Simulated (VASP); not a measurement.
# Pt (Fd-3m) in VASP: single point with PBEsol

Aim: the single point of Pt with PBEsol.

Everything below comes from runs of VASP 6.6.1. Logs are shortened: lines on timing, memory, paths and dates and some standing lists are left out, and cuts for length are marked.

### Step 1. The cell of the first run

Symmetry: Fd-3m, No. 227, cubic system. The conventional cell has a = 5.691 Å, b = 5.691 Å, c = 5.691 Å, α = 90.00°, β = 90.00°, γ = 90.00°. Pt (site symmetry -43m) has 4 Pt at 2.46 Å within 3.3 Å.

### Step 2. Single point, PBEsol

File INCAR:

```
SYSTEM = Pt
ALGO = Normal ; EDIFF = 1E-6
ENCUT = 520 ; GGA = PS
ISIF = 2 ; ISMEAR = -1
LASPH = .True. ; LCHARG = .False.
LREAL = .False. ; LWAVE = .False.
NBANDS = 17 ; NELM = 60
PREC = Accurate ; SIGMA = 0.13605693000000002
```

File KPOINTS:

```
k-points
0
Gamma
  8 8 8
  0 0 0
```

File POSCAR:

```
Pt
1.0
    0.0000000000      2.8453087900      2.8453087900
    2.8453087900      0.0000000000      2.8453087900
    2.8453087900      2.8453087900      0.0000000000
Pt
2
Direct
    0.0000000000      0.0000000000      0.0000000000
    0.2500000000      0.2500000000      0.2500000000
```

Potentials or basis: VASP PAW PBE potentials, release 64 (Pt).

On the command line:

```sh
> cat potpaw_PBE.64/Pt/POTCAR > POTCAR
> mpirun -np 1 vasp_std > vasp.out
```

OUTCAR:

```text
SYSTEM = Pt
   EDIFF = 1E-6
   ENCUT = 520
   GGA = PS
   ISIF = 2
   ISMEAR = -1
   LASPH = .True.
   LREAL = .False.
   NELM = 60
   PREC = Accurate

 ion  position               nearest neighbor table
   1  0.000  0.000  0.000-   2 2.46   2 2.46   2 2.46   2 2.46
   2  0.250  0.250  0.250-   1 2.46   1 2.46   1 2.46   1 2.46

  LATTYP: Found a face centered cubic cell.
 ALAT       =     5.6906175800

  Lattice vectors:

 A1 = (   0.0000000000,   2.8453087900,   2.8453087900)
 A2 = (   2.8453087900,   0.0000000000,   2.8453087900)
 A3 = (   2.8453087900,   2.8453087900,   0.0000000000)

Analysis of symmetry for initial positions (statically):
=====================================================================
 Subroutine PRICEL returns:
 Original cell was already a primitive cell.

 Routine SETGRP: Setting up the symmetry group for a
 face centered cubic supercell.

 Subroutine GETGRP returns: Found 48 space group operations
 (whereof 24 operations were pure point group operations)
 out of a pool of 48 trial point group operations.

The static configuration has the point symmetry T_d .
 The point group associated with its full space group is O_h .

Analysis of symmetry for dynamics (positions and initial velocities):
=====================================================================
 Subroutine PRICEL returns:
 Original cell was already a primitive cell.

 Routine SETGRP: Setting up the symmetry group for a
 face centered cubic supercell.

 Subroutine GETGRP returns: Found 48 space group operations
 (whereof 24 operations were pure point group operations)
 out of a pool of 48 trial point group operations.

The dynamic configuration has the point symmetry T_d .
 The point group associated with its full space group is O_h .

 Subroutine INISYM returns: Found 48 space group operations
 (whereof 24 operations are pure point group operations),
 and found     1 'primitive' translations

----------------------------------------------------------------------------------------

                                     Primitive cell

  volume of cell :      46.0700

  direct lattice vectors                    reciprocal lattice vectors
     0.000000000  2.845308790  2.845308790    -0.175727851  0.175727851  0.175727851
     2.845308790  0.000000000  2.845308790     0.175727851 -0.175727851  0.175727851
     2.845308790  2.845308790  0.000000000     0.175727851  0.175727851 -0.175727851

  length of vectors
     4.023874280  4.023874280  4.023874280     0.304369567  0.304369567  0.304369567

  position of ions in fractional coordinates (direct lattice)
     0.000000000  0.000000000  0.000000000
     0.250000000  0.250000000  0.250000000

  ion indices of the primitive-cell ions
   primitive index   ion index
                 1           1
                 2           2

----------------------------------------------------------------------------------------

 KPOINTS: k-points

Automatic generation of k-mesh.
 Grid dimensions read from file:
 generate k-points for:    8    8    8

 Generating k-lattice:

  Cartesian coordinates                     Fractional coordinates (reciprocal lattice)
    -0.021965981  0.021965981  0.021965981     0.125000000  0.000000000  0.000000000
     0.021965981 -0.021965981  0.021965981     0.000000000  0.125000000  0.000000000
     0.021965981  0.021965981 -0.021965981     0.000000000  0.000000000  0.125000000

  Length of vectors
     0.038046196  0.038046196  0.038046196

  Shift w.r.t. Gamma in fractional coordinates (k-lattice)
     0.000000000  0.000000000  0.000000000

 Subroutine IBZKPT returns following result:
 ===========================================

 Found     29 irreducible k-points:

 Following reciprocal coordinates:
            Coordinates               Weight
  0.000000  0.000000  0.000000      1.000000
  0.125000  0.000000  0.000000      8.000000
  0.250000  0.000000  0.000000      8.000000
  0.375000  0.000000  0.000000      8.000000
  0.500000  0.000000  0.000000      4.000000
  0.125000  0.125000  0.000000      6.000000
[... 16 lines left out ...]
  0.500000  0.250000  0.125000     48.000000
 -0.375000  0.250000  0.125000     24.000000
 [... further k-points ...]
   k-points           NKPTS =     29   k-points in BZ     NKDIM =     29   number of bands    NBANDS=     17
   number of dos      NEDOS =    301   number of ions     NIONS =      2
   total plane-waves  NPLWV =  27000
   dimension x,y,z NGX =    30 NGY =   30 NGZ =   30
   dimension x,y,z NGXF=    60 NGYF=   60 NGZF=   60
   ions per type =               2
   NGX,Y,Z   is equivalent  to a cutoff of  12.39, 12.39, 12.39 a.u.
   NGXF,Y,Z  is equivalent  to a cutoff of  24.79, 24.79, 24.79 a.u.
 SYSTEM =  Pt
   PREC   = accura    normal or accurate (medium, high low for compatibility)
   ISTART =      0    job   : 0-new  1-cont  2-samecut
   ICHARG =      2    charge: 1-file 2-atom 10-const
   ISPIN  =      1    spin polarized calculation?
   LNONCOLLINEAR =      F non collinear calculations
   LSORBIT =      F    spin-orbit coupling
   LASPH  =      T    aspherical Exc in radial PAW
   ENCUT  =  520.0 eV  38.22 Ry    6.18 a.u.   7.48  7.48  7.48*2*pi/ulx,y,z
   NELM   =     60;   NELMIN=  2; NELMDL= -5     # of ELM steps
   EDIFF  = 0.1E-05   stopping-criterion for ELM
   LREAL  =      F    real-space projection
   EDIFFG = 0.1E-04   stopping-criterion for IOM
   NSW    =      0    number of steps for IOM
   IBRION =     -1    ionic relax: 0-MD 1-quasi-New 2-CG
   NFREE  =      0    steps in history (QN), initial steepest desc. (CG)
   ISIF   =      2    stress and relaxation
   ISYM   =      2    0-nonsym 1-usesym 2-fastsym
   POTIM  = 0.5000    time-step for ionic-motion
   TEBEG  =    0.0;   TEEND  =   0.0 temperature during run
   PSTRESS=    0.0 pullay stress
   NELECT =      20.0000    total number of electrons
   NUPDOWN=      -1.0000    fix difference up-down
   EMIN   =  10.00;   EMAX   =-10.00  energy-range for DOS
   EFERMI =   0.00;   METHOD = LEGACY
   ISMEAR =    -1;   SIGMA  =   0.14  broadening in eV -4-tet -1-fermi 0-gaus
   EFERMI_NEDOS =   21; number of points for ismear=-14 and -15
   IALGO  =     38    algorithm
   IMIX   =      4    mixing-type and parameters
     AMIX     =   0.40;   BMIX     =  1.00
     AMIX_MAG =   1.60;   BMIX_MAG =  1.00
  volume/ion in A,a.u.               =      23.04       155.45
  Fermi-wavevector in a.u.,A,eV,Ry     =   1.239592  2.342489 20.906553  1.536588
  Thomas-Fermi vector in A             =   2.374069
   LORBIT       =      0    0 simple, 1 ext, 2 COOP (PROOUT), +10 PAW based schemes
   GGA     = PS    functional components
   LHFCALC =     F    Hartree Fock is set to
   AEXX    =    0.0000 exact exchange contribution
   IVDW    =     0    specifies the selected vdW correction
   LEPSILON=     F    determine dielectric tensor
   LRPA    =     F    only Hartree local field effects (RPA)
 non-spin polarized calculation
  energy-cutoff  :      520.00
  volume of cell :       46.07
 maximum number of plane-waves:      1254
 NGX is ok and might be reduce to    30
   NGX = 15   NGY = 15   NGZ = 15

 number of electron      20.0000002 magnetization

 Free energy of the ion-electron system (eV)
  ---------------------------------------------------
  ext. energy  EPLUGINS =         0.00000000
  ---------------------------------------------------
  free energy    TOTEN  =       -11.50833258 eV

  energy without entropy =      -11.26250184  energy(sigma->0) =      -11.38541721

 E-fermi :   5.3968     XC(G=0): -10.8610

 val. band max:        5.3823365647   @ k =  -0.3750   0.3750   0.0000
 cond. band min:       5.3992531956   @ k =  -0.3750   0.5000   0.1250
 fundamental gap:      0.0169166309
 Fermi energy:         5.3968252061

 k-point     1 :       0.0000    0.0000    0.0000
  band No.  band energies     occupation
      1      -1.9647      2.00000
      2       0.6704      2.00000
      3       0.6704      2.00000
      4       0.8450      2.00000
      5       0.8450      2.00000
      6       0.8450      2.00000
[... 9 lines left out ...]
     16      17.2451      0.00000
     17      18.1693      0.00000

 k-point     2 :       0.1250    0.0000    0.0000
  band No.  band energies     occupation
      1      -1.7268      2.00000
      2       0.5046      2.00000
      3       0.5046      2.00000
      4       0.8225      2.00000
      5       1.0872      2.00000
      6       1.0872      2.00000
[... 9 lines left out ...]
     16      17.1954      0.00000
     17      18.4067      0.00000

 k-point     3 :       0.2500    0.0000    0.0000
  band No.  band energies     occupation
      1      -1.0970      2.00000
      2       0.4372      2.00000
      3       0.4372      2.00000
      4       0.7729      2.00000
      5       1.2716      2.00000
      6       1.2716      2.00000
[... 9 lines left out ...]
     16      17.5878      0.00000
     17      18.7026      0.00000

 k-point     4 :       0.3750    0.0000    0.0000
  band No.  band energies     occupation
      1      -0.3892      2.00000
      2       0.5393      2.00000
      3       0.5393      2.00000
      4       0.7070      2.00000
      5       1.1746      2.00000
      6       1.1746      2.00000
[... 9 lines left out ...]
     16      17.2472      0.00000
     17      18.7172      0.00000
[... 343 lines left out ...]
      1      -0.5503      2.00000
      2       0.0928      2.00000
      3       0.6169      2.00000
      4       0.8074      2.00000
      5       1.1810      2.00000
      6       1.8086      2.00000
[... 9 lines left out ...]
     16      16.8008      0.00000
     17      19.0858      0.00000

 k-point    23 :       0.5000    0.2500    0.1250
  band No.  band energies     occupation
      1       0.0461      2.00000
      2       0.1474      2.00000
      3       0.4159      2.00000
      4       0.8462      2.00000
      5       1.2725      2.00000
      6       1.8233      2.00000
[... 9 lines left out ...]
     16      18.1969      0.00000
     17      18.9480      0.00000

 k-point    24 :      -0.3750    0.2500    0.1250
  band No.  band energies     occupation
      1       0.1493      2.00000
      2       0.2482      2.00000
      3       0.4401      2.00000
      4       0.7925      2.00000
      5       1.4318      2.00000
      6       1.6477      2.00000
[... 9 lines left out ...]
     16      18.2757      0.00000
     17      20.4726      0.00000

 [... further k-points ...]
[... 5 lines left out ...]
  --------------------------------------------------------------------------------------
  -------------------------------------------------------------------------------------
  Total       -0.0412662     -0.0412662     -0.0412662      0.0000000      0.0000000      0.0000000
  in kB       -1.4351152     -1.4351152     -1.4351152      0.0000000      0.0000000      0.0000000
  external PRESSURE =      -1.4351152 kB  Pullay stress =       0.0000000 kB

 VOLUME and BASIS-vectors are now :
 -----------------------------------------------------------------------------
  energy-cutoff  :      520.00
  volume of cell :       46.07
      direct lattice vectors                 reciprocal lattice vectors
     0.000000000  2.845308790  2.845308790    -0.175727851  0.175727851  0.175727851
     2.845308790  0.000000000  2.845308790     0.175727851 -0.175727851  0.175727851
     2.845308790  2.845308790  0.000000000     0.175727851  0.175727851 -0.175727851

 POSITION                                       TOTAL-FORCE (eV/Angst)
 -----------------------------------------------------------------------------------
      0.00000      0.00000      0.00000        -0.000000     -0.000000     -0.000000
      1.42265      1.42265      1.42265         0.000000      0.000000      0.000000
 -----------------------------------------------------------------------------------
    total drift:                                0.000000     -0.000000      0.000000

  FREE ENERGIE OF THE ION-ELECTRON SYSTEM (eV)
  ---------------------------------------------------
  free  energy   TOTEN  =       -11.5083325801 eV

  energy  without entropy=      -11.2625018368  energy(sigma->0) =      -11.38541721
```

Run time: 13 s. Hardware: 1 thread of Intel Xeon Platinum 8488C (Sapphire Rapids), shared host; peak memory 0.17 GiB.

What came out:

| Quantity | Value |
| --- | --- |
| Free energy | -11.5083 eV |
| Pressure | -0.1 GPa |
| Band gap on the k mesh | zero (band 10 reaches 5.61 eV, above the bottom of band 11 at 4.97 eV) |

Levels at points of the mesh, in eV from the Fermi level:
```
           k point  band 8  band 9  band 10  band 11  band 12  band 13
(0.00, 0.00, 0.00)   -1.97   -1.97    -0.07    -0.07    10.58    10.59
(0.50, 0.00, 0.00)   -1.44   -1.44    -0.43    -0.43     0.76     8.11
(0.50, 0.50, 0.00)   -2.60   -0.16    -0.16     1.30     1.30     3.84
```

Caveat: the PAW data sets were made with another functional, which shifts forces and pressure a little; spin-orbit coupling is left out, which moves the levels of the heavy elements.
